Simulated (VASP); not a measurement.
Input of a VASP 6.6.1 run:

File INCAR:

```
PREC = Accurate
ENCUT = 600
EDIFF = 1E-7
ISMEAR = 0
SIGMA = 0.1
LREAL = F
LASPH = T
NELM = 60
ALGO = Normal
ISIF = 3
LWAVE = F
LCHARG = F
GGA = RE
IBRION = 2
NSW = 80
EDIFFG = -0.03
```

KPOINTS

```
Automatic mesh
0
Gamma
  7 7 7
```

Contents of POSCAR:

```
Pt
1.0
    2.5500000000      0.0000000000      0.0000000000
    0.0000000000      2.5500000000      0.0000000000
    0.0000000000      0.0000000000      2.5500000000
Pt
1
Direct
    0.0000000000      0.0000000000      0.0000000000
```

Potentials or basis: VASP PAW PBE potentials, release 64 (Pt).

Command:

```bash
$ cat potpaw_PBE.64/Pt/POTCAR > POTCAR
$ mpirun -np 1 vasp_std > vasp.out
```

Q: Predict the space group after relaxing (to 0.05 Å).

A: Pm-3m (No. 221).

Q: Predict the band gap on the k mesh.

A: Zero (band 5 reaches 9.38 eV, above the bottom of band 6 at 7.31 eV).

Q: What does it give for the relaxed cell?

A: a = 2.633 Å, b = 2.633 Å, c = 2.633 Å, α = 90.00°, β = 90.00°, γ = 90.00°.

Q: What does it give for the relaxed volume?

A: 18.26 Å³/atom.

Step by step:
```tsv
step	energy change (eV)	largest force (eV/Å)	pressure (GPa)	volume (Å³)
1	0.0000	0.0000	22.14	16.58
2	0.2828	0.0000	-21.69	22.71
3	-0.1035	0.0000	-1.36	18.38
4	-0.1040	0.0000	-0.22	18.26
```

Caveat: the PAW data sets were made with another functional, which shifts forces and pressure a little; spin-orbit coupling is left out, which moves the levels of the heavy elements.
